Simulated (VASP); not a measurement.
Write the native input for VASP 6.6.1 that does the following.

* Task: single point
* Functional: PBE
* Potentials or basis: VASP PAW PBE potentials, release 64 (La, Nb_sv, O)
* Cutoff: 520 eV
* k mesh: 12 × 12 × 12
* Occupations: gaussian, width 0.1 eV
* Spin: no spin polarisation
* Dipole correction: no
* Further INCAR settings: ALGO = Normal; EDIFF = 1e-06; NBANDS = 42

The structure of La2NbO5 lies in POSCAR:

```
La2NbO5
1.0
   -2.0062120549      2.0062120549      7.0813650528
    2.0062120549     -2.0062120549      7.0813650528
    2.0062120549      2.0062120549     -7.0813650528
La Nb O
2 1 5
Direct
    0.3403562492      0.3403562492      0.0000000000
    0.6596437508      0.6596437508      0.0000000000
    0.0000000000      0.0000000000      0.0000000000
    0.9950707244      0.4950707244      0.5000000000
    0.5049292756      0.0049292756      0.5000000000
    0.1390654837      0.1390654837      0.0000000000
    0.8609345163      0.8609345163      0.0000000000
    0.2500000000      0.7500000000      0.5000000000
```

This cell differs from its parent crystal: with an interstitial atom.

One way to write it, as run:

INCAR

```
PREC = Accurate
ENCUT = 520
EDIFF = 1E-6
ISMEAR = 0
SIGMA = 0.1
LREAL = False
LASPH = True
NELM = 80
ALGO = Normal
ISIF = 2
LWAVE = False
LCHARG = False
GGA = PE
NBANDS = 42
```

KPOINTS

```
regular mesh
0
Gamma
  12 12 12
```

Potentials or basis: VASP PAW PBE potentials, release 64 (La, Nb_sv, O).

The run is started by

```console
$ cat potpaw_PBE.64/La/POTCAR potpaw_PBE.64/Nb_sv/POTCAR potpaw_PBE.64/O/POTCAR > POTCAR
$ mpirun -np 1 vasp_std > vasp.out
```

It gave:

| Item | Value |
| --- | --- |
| Pressure | -0.3 GPa |
| Largest force | 0.011 eV/Å |
| Band gap on the k mesh | zero (an odd number of electrons rules out a gap without spin polarisation) |

Caveat: the cell differs from its parent crystal (with an interstitial atom); spin-orbit coupling is left out, which moves the levels of the heavy elements; an odd number of electrons without spin polarisation forces a metal; a magnetic or distorted state may lie lower.

Wall time 26 min on 1 thread of Intel(R) Xeon(R) 6975P-C (Granite Rapids) (shared host), peak memory 1 GiB.
